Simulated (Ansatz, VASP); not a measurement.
# Mn: VASP beside Ansatz

```
Mn
1.0
    -1.90115    1.90115    1.90115
     1.90115   -1.90115    1.90115
     1.90115    1.90115   -1.90115
Mn
1
Direct
  0.00000 0.00000 0.00000
```

Alike in both runs: task relaxation of cell and atoms; functional r2SCAN; k mesh 8 × 8 × 8; occupations gaussian, width 0.1 eV; collinear spin.

|  | VASP | Ansatz |
| --- | --- | --- |
| version | VASP 6.6.1 | Ansatz 0.2.0 |
| potentials or method | VASP PAW PBE potentials, release 64 (Mn_pv), cutoff 600 eV | scalar-relativistic, plane waves, PAW |
| valence electrons in the cell | 13 | 15 |

|  | VASP | Ansatz | Ansatz less VASP |
| --- | --- | --- | --- |
| gap on the k mesh at the Fermi level, each at its own relaxed structure (eV) | none | none | - |
| net moment per atom (μB) | 3.81 | 3.81 | 0.000 |
| size of the moment on the site where the two differ most (μB) | 3.80 | 3.82 | +0.020 |
| relaxed volume (Å³/atom) | 15.66 | 15.61 | -0.047 |
| relaxed cell length with the largest relative difference (Å) | 2.730 | 2.727 | -0.0027 |

VASP's potentials were made for PBE, not for r2SCAN. Site moments also hang on the region over which each program counts them. A gap of «none» marks a metal or a gap that the smearing closes. VASP's potentials hold 13 valence electrons a cell and Ansatz's 15, so a difference there can come from the potentials and not from the codes. Ansatz's warnings: given moment on shells.

Noted on VASP's run: the volume moved by over 15 % at a fixed basis, so the end points are rough.
